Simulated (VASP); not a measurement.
Al2Pt: single point with LDA

Al2Pt:

```xyz
3
Lattice="0.0000 2.9151 2.9151 2.9151 0.0000 2.9151 2.9151 2.9151 0.0000" Properties=species:S:1:pos:R:3 pbc="T T T"
Pt    0.0000    0.0000    0.0000
Al    4.3726    4.3726    4.3726
Al    1.4575    1.4575    1.4575
```

This cell differs from its parent crystal: volume scaled by 0.96.

```
Program             : VASP 6.6.1
Task                : single point
Functional          : LDA
Potentials or basis : VASP PAW LDA potentials, release 64 (Pt, Al)
Cutoff              : 520 eV
k mesh              : 8 × 8 × 8
Occupations         : fermi-dirac, width 0.05 eV
Spin                : no spin polarisation
```

The pressure is 2.2 GPa. The band gap on the k mesh is zero (band 8 reaches 12.06 eV, above the bottom of band 9 at 6.53 eV).

Levels at points of the mesh, in eV from the Fermi level:
| k point | band 4 | band 5 | band 6 | band 7 | band 8 | band 9 | band 10 | band 11 | band 12 | band 13 |
| --- | --- | --- | --- | --- | --- | --- | --- | --- | --- | --- |
| (0.00, 0.00, 0.00) | -5.27 | -3.86 | -3.86 | 3.16 | 3.88 | 3.88 | 3.88 | 5.66 | 5.66 | 5.66 |
| (0.50, 0.00, 0.00) | -4.94 | -3.84 | -3.62 | -3.62 | 1.05 | 1.05 | 3.81 | 5.36 | 5.36 | 5.72 |
| (0.50, 0.50, 0.00) | -3.95 | -3.95 | -3.53 | -3.32 | -1.64 | -1.64 | 3.41 | 3.46 | 8.14 | 11.04 |

It took 6.5 s on 1 thread of Intel(R) Xeon(R) 6975P-C (Granite Rapids), on a shared host, peak memory 0.16 GiB.

Caveat: spin-orbit coupling is left out, which moves the levels of the heavy elements.
